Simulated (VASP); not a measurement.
# CaB6 (Pm-3m) in VASP: notebook, part 2 of 2

VASP 6.6.1. Earlier steps stand in the parts before.

## Step 4: Single point, r2SCAN (10.71 Å³/atom)

This run uses another cell than the first one, of 10.71 Å³/atom.

Input file POSCAR:

```
CaB6
1.0
    4.2171923770      0.0000000000      0.0000000000
    0.0000000000      4.2171923770      0.0000000000
    0.0000000000      0.0000000000      4.2171923770
Ca B
1 6
Direct
    0.5000000000      0.5000000000      0.5000000000
    0.0000000000      0.0000000000      0.2982067262
    0.0000000000      0.0000000000      0.7017932738
    0.2982067262      0.0000000000      0.0000000000
    0.7017932738      0.0000000000      0.0000000000
    0.0000000000      0.2982067262      0.0000000000
    0.0000000000      0.7017932738      0.0000000000
```

Input file INCAR.step1:

```
SYSTEM = CaB6
PREC = Accurate
ENCUT = 520
ISMEAR = -1
SIGMA = 0.02
LREAL = .False.
LASPH = .True.
NELM = 100
NBANDS = 23
GGA = PE
ALGO = Normal
EDIFF = 1E-4
LWAVE = .True.
LCHARG = .False.
```

Input file INCAR.step2:

```
SYSTEM = CaB6
PREC = Accurate
ENCUT = 520
EDIFF = 1E-7
ISMEAR = -1
SIGMA = 0.02
LREAL = .False.
LASPH = .True.
NELM = 100
ALGO = Normal
ISIF = 2
LWAVE = .False.
LCHARG = .False.
METAGGA = R2SCAN
LMIXTAU = .True.
NBANDS = 23
ISTART = 1
```

Input file KPOINTS:

```
regular mesh
0
Gamma
  6 6 6
  0 0 0
```

Potentials or basis: VASP PAW PBE potentials, release 64 (Ca_sv, B).

Run with:

```
$ cat potpaw_PBE.64/Ca_sv/POTCAR potpaw_PBE.64/B/POTCAR > POTCAR
$ cp INCAR.step1 INCAR
$ mpirun -np 1 vasp_std > vasp.out
$ cp INCAR.step2 INCAR
$ mpirun -np 1 vasp_std > vasp.out
```

OUTCAR:

```text
SYSTEM = CaB6
   PREC = Accurate
   ENCUT = 520
   EDIFF = 1E-7
   ISMEAR = -1
   LREAL = .False.
   LASPH = .True.
   NELM = 100
   ISIF = 2
   METAGGA = R2SCAN
   ISTART = 1

 ion  position               nearest neighbor table
   1  0.500  0.500  0.500-
   2  0.000  0.000  0.298-   3 1.70   4 1.78   5 1.78   6 1.78   7 1.78
   3  0.000  0.000  0.702-   2 1.70   4 1.78   5 1.78   6 1.78   7 1.78
   4  0.298  0.000  0.000-   5 1.70   3 1.78   2 1.78   6 1.78   7 1.78
   5  0.702  0.000  0.000-   4 1.70   3 1.78   2 1.78   6 1.78   7 1.78
   6  0.000  0.298  0.000-   7 1.70   3 1.78   4 1.78   5 1.78   2 1.78
   7  0.000  0.702  0.000-   6 1.70   3 1.78   4 1.78   5 1.78   2 1.78

  LATTYP: Found a simple cubic cell.
 ALAT       =     4.2171923770

  Lattice vectors:

 A1 = (   4.2171923770,   0.0000000000,   0.0000000000)
 A2 = (   0.0000000000,   4.2171923770,   0.0000000000)
 A3 = (   0.0000000000,   0.0000000000,   4.2171923770)

Analysis of symmetry for initial positions (statically):
[... 180 lines left out ...]
 val. band max:        4.4219250284   @ k =   0.5000   0.0000   0.0000
 cond. band min:       4.4338013497   @ k =   0.5000   0.0000   0.0000
 fundamental gap:      0.0118763213
 Fermi energy:         4.4281952230

 k-point     1 :       0.0000    0.0000    0.0000
  band No.  band energies     occupation
      1     -38.7987      2.00000
      2     -18.8923      2.00000
      3     -18.8923      2.00000
      4     -18.8923      2.00000
      5     -10.6895      2.00000
      6      -2.6661      2.00000
[... 509 lines left out ...]
     22      12.4921      0.00000
     23      12.4921      0.00000

------------------------ aborting loop because EDIFF is reached ----------------------------------------

  FORCE on cell =-STRESS in cart. coord.  units (eV):
  Direction    XX          YY          ZZ          XY          YZ          ZX
  --------------------------------------------------------------------------------------
  -------------------------------------------------------------------------------------
  Total       -3.8422105     -3.8422105     -3.8422105      0.0000000      0.0000000     -0.0000000
  in kB      -82.0770039    -82.0770039    -82.0770039      0.0000000      0.0000000     -0.0000000
  external PRESSURE =     -82.0770039 kB  Pullay stress =       0.0000000 kB

 VOLUME and BASIS-vectors are now :
 -----------------------------------------------------------------------------
  energy-cutoff  :      520.00
  volume of cell :       75.00
      direct lattice vectors                 reciprocal lattice vectors
     4.217192377  0.000000000  0.000000000     0.237124587  0.000000000  0.000000000
     0.000000000  4.217192377  0.000000000     0.000000000  0.237124587  0.000000000
     0.000000000  0.000000000  4.217192377     0.000000000  0.000000000  0.237124587

 POSITION                                       TOTAL-FORCE (eV/Angst)
 -----------------------------------------------------------------------------------
      2.10860      2.10860      2.10860         0.000000      0.000000      0.000000
      0.00000      0.00000      1.25760         0.000000      0.000000     -0.294487
      0.00000      0.00000      2.95960        -0.000000     -0.000000      0.294487
      1.25760      0.00000      0.00000        -0.294487      0.000000      0.000000
      2.95960      0.00000      0.00000         0.294487     -0.000000      0.000000
      0.00000      1.25760      0.00000         0.000000     -0.294487      0.000000
      0.00000      2.95960      0.00000        -0.000000      0.294487      0.000000
 -----------------------------------------------------------------------------------
    total drift:                                0.000000      0.000000     -0.000000

  FREE ENERGIE OF THE ION-ELECTRON SYSTEM (eV)
  ---------------------------------------------------
  free  energy   TOTEN  =       -54.3197258714 eV

  energy  without entropy=      -54.3189385051  energy(sigma->0) =      -54.31933219
```

OSZICAR.step1:

```text
N       E                     dE             d eps       ncg     rms          rms(c)
DAV:   1     0.147749984467E+03    0.14775E+03   -0.13086E+04   920   0.113E+03
DAV:   2    -0.408857969695E+02   -0.18864E+03   -0.18138E+03  1181   0.279E+02
DAV:   3    -0.495181671025E+02   -0.86324E+01   -0.85889E+01  1547   0.531E+01
DAV:   4    -0.496937225945E+02   -0.17556E+00   -0.17523E+00  1311   0.612E+00
DAV:   5    -0.496990535849E+02   -0.53310E-02   -0.53306E-02  1404   0.809E-01    0.968E+00
DAV:   6    -0.456818842386E+02    0.40172E+01   -0.48701E+00  1215   0.104E+01    0.503E+00
DAV:   7    -0.449482698766E+02    0.73361E+00   -0.39550E+00  1189   0.834E+00    0.142E+00
DAV:   8    -0.449788532030E+02   -0.30583E-01   -0.84693E-01  1104   0.475E+00    0.867E-01
DAV:   9    -0.449354639637E+02    0.43389E-01   -0.10002E-01  1110   0.159E+00    0.189E-01
DAV:  10    -0.449348853279E+02    0.57864E-03   -0.21655E-02  1215   0.678E-01    0.121E-01
DAV:  11    -0.449349941711E+02   -0.10884E-03   -0.38874E-03  1054   0.324E-01    0.322E-02
DAV:  12    -0.449350668264E+02   -0.72655E-04   -0.33178E-04  1102   0.976E-02
   1 F= -.44935067E+02 E0= -.44934770E+02  d E =-.593249E-03
```

It took 64 s on 1 thread of Intel Xeon Platinum 8488C (Sapphire Rapids), shared host; peak memory 0.19 GiB.

What came out:

| Property | Result |
| --- | --- |
| Free energy | -54.3197 eV |
| Pressure | -8.2 GPa |
| Largest force | 0.294 eV/Å |
| Band gap on the k mesh | 0.01 eV |

Forces in eV/Å, atoms in the order of the input:
```
Ca   0.000  0.000  0.000
B    0.000  0.000 -0.294
B    0.000  0.000  0.294
B   -0.294  0.000  0.000
B    0.294  0.000  0.000
B    0.000 -0.294  0.000
B    0.000  0.294  0.000
```

Caveat: the cell stands under tension; the PAW data sets were made with another functional, which shifts forces and pressure a little. A k mesh can miss the band edges.

## Step 5: Summary

```tsv
cell	gap on the mesh (eV)	pressure (GPa)	largest force (eV/Å)
a = 4.136 Å, 7 atoms	0.07	0.3	0.02
a = 4.177 Å, 7 atoms	0.03	-4.2	0.14
a = 4.217 Å, 7 atoms	0.01	-8.2	0.29
```

Alike in all rows: task single point; level r2SCAN; potentials or basis VASP PAW PBE potentials, release 64 (Ca_sv, B); no spin polarisation; k mesh 6 × 6 × 6; cutoff (eV) 520; smearing fermi-dirac 0.02 eV.

Caveats: the PAW data sets were made with another functional, which shifts forces and pressure a little; the cell stands under tension (at least some runs).

Absolute energies hang on the potentials; compare differences alone.

## Step 6: How close it comes

Step 2. A measured gap of CaB6 is 1.15 eV (“Bulk Band Gaps in Divalent Hexaborides”, 2001, arxiv:cond-mat/0107429); the calculated 0.07 eV misses it by -1.08 eV. So large a miss can be the level of theory's own, or it may mean another phase, state or a wrong row. The value is that of r2SCAN on a finite k mesh, which can miss the band edges, without temperature or zero-point motion.
